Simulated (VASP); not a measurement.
Crystal: Si3N4.

```
CELL_PARAMETERS angstrom
0.00000 3.83825 3.83825
3.83825 0.00000 3.83825
3.83825 3.83825 0.00000
ATOMIC_POSITIONS crystal
Si 0.62500 0.62500 0.62500
Si 0.12500 0.62500 0.62500
Si 0.62500 0.62500 0.12500
Si 0.62500 0.12500 0.62500
Si 0.00000 0.00000 0.00000
Si 0.25000 0.25000 0.25000
N 0.38240 0.38240 0.38240
N 0.39720 0.86760 0.86760
N 0.38240 0.38240 0.85280
N 0.86760 0.39720 0.86760
N 0.85280 0.38240 0.38240
N 0.86760 0.86760 0.86760
N 0.38240 0.85280 0.38240
N 0.86760 0.86760 0.39720
```

```yaml
Program: VASP 6.6.1
Task: relaxation of cell and atoms
Functional: r2SCAN
Potentials_or_basis: VASP PAW PBE potentials, release 64 (Si, N)
Cutoff: 660 eV
k_mesh: 6 × 6 × 6
Occupations: gaussian, width 0.01 eV
Spin: no spin polarisation
```

At the start: pressure 7.4 GPa; volume 8.08 Å³/atom.

Problem. Where does the relaxation end?

Solution. Over 9 steps the energy falls by 4.0 meV/atom and the volume is 8.26 Å³/atom (+2.2 %); space group Fd-3m (No. 227, to 0.1 Å) before and after.

The path:
| step | energy change (eV) | largest force (eV/Å) | pressure (GPa) | volume (Å³) |
| --- | --- | --- | --- | --- |
| 1 | 0.0000 | 0.0823 | 7.37 | 113.09 |
| 2 | 0.0644 | 0.2989 | -9.75 | 119.28 |
| 3 | -0.0557 | 0.0813 | -0.01 | 115.55 |
| 4 | -0.0557 | 0.0782 | 0.13 | 115.50 |
| 5 | -0.0557 | 0.0828 | 0.00 | 115.60 |
| 6 | -0.0562 | 0.0019 | 0.06 | 115.55 |
| 7 | -0.0562 | 0.0005 | 0.06 | 115.55 |
| 8 | -0.0563 | 0.0023 | -0.06 | 115.59 |
| 9 | -0.0563 | 0.0013 | -0.02 | 115.58 |

Final structure:
```cif
data_structure
_symmetry_space_group_name_H-M 'P 1'
_symmetry_Int_Tables_number 1
_cell_length_a 5.4676
_cell_length_b 5.4676
_cell_length_c 5.4676
_cell_angle_alpha 60.000
_cell_angle_beta 60.000
_cell_angle_gamma 60.000
_cell_volume 115.58
loop_
_atom_site_label
_atom_site_type_symbol
_atom_site_fract_x
_atom_site_fract_y
_atom_site_fract_z
_atom_site_occupancy
Si1 Si 0.62500 0.62500 0.62500 1
Si2 Si 0.12500 0.62500 0.62500 1
Si3 Si 0.62500 0.62500 0.12500 1
Si4 Si 0.62500 0.12500 0.62500 1
Si5 Si 0.00000 0.00000 0.00000 1
Si6 Si 0.25000 0.25000 0.25000 1
N1 N 0.38240 0.38240 0.38240 1
N2 N 0.39720 0.86760 0.86760 1
N3 N 0.38240 0.38240 0.85280 1
N4 N 0.86760 0.39720 0.86760 1
N5 N 0.85280 0.38240 0.38240 1
N6 N 0.86760 0.86760 0.86760 1
N7 N 0.38240 0.85280 0.38240 1
N8 N 0.86760 0.86760 0.39720 1
```

Caveat: the PAW data sets were made with another functional, which shifts forces and pressure a little.
